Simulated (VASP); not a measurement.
Here is a VASP 6.6.1 calculation.

INCAR

```
PREC = Accurate
ENCUT = 520
EDIFF = 1E-6
ISMEAR = -1
SIGMA = 0.05
LREAL = False
LASPH = True
NELM = 100
ALGO = Normal
ISIF = 2
LWAVE = False
LCHARG = False
GGA = PE
NBANDS = 15
```

File KPOINTS:

```
Automatic mesh
0
Gamma
  15 15 15
```

Contents of POSCAR:

```
ZrC
1.0
    0.0000000000      2.3963042514      2.3963042514
    2.3963042514      0.0000000000      2.3963042514
    2.3963042514      2.3963042514      0.0000000000
Zr C
1 1
Direct
    0.5000000000      0.5000000000      0.5000000000
    0.0000000000      0.0000000000      0.0000000000
```

Potentials or basis: VASP PAW PBE potentials, release 64 (Zr_sv, C).

The run is started by

```bash
$ cat potpaw_PBE.64/Zr_sv/POTCAR potpaw_PBE.64/C/POTCAR > POTCAR
$ mpirun -np 1 vasp_std > vasp.out
```

Problem. Predict the band gap on the k mesh.

Solution. Zero (band 8 reaches 9.88 eV, above the bottom of band 9 at 8.60 eV).

Problem. What does it give for the pressure?

Solution. -10.4 GPa.
